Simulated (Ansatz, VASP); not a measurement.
Two plane-wave programs on MgO

```
Mg O
1.0
     0.00000    2.10850    2.10850
     2.10850    0.00000    2.10850
     2.10850    2.10850    0.00000
Mg O
1 1
Direct
  0.00000 0.00000 0.00000
  0.50000 0.50000 0.50000
```

Alike in both runs: task relaxation of cell and atoms; functional PBEsol; k mesh 8 × 8 × 8; no spin polarisation.

|  | VASP | Ansatz |
| --- | --- | --- |
| version | VASP 6.6.1 | Ansatz 0.2.0 |
| potentials or method | VASP PAW PBE potentials, release 64 (Mg, O) | plane waves, PAW |
| plane-wave cutoff (eV) | 600 | 420 |
| occupations | gaussian, width 0.01 eV | fixed |
| valence electrons in the cell | 8 | 16 |

```tsv
	VASP	Ansatz	Ansatz less VASP
relaxed volume (Å³/atom)	9.31	9.36	+0.043
relaxed cell length with the largest relative difference (Å)	2.975	2.980	+0.0046
```

VASP's potentials were made for PBE, not for PBEsol. VASP's potentials hold 8 valence electrons a cell and Ansatz's 16, so a difference there can come from the potentials and not from the codes.
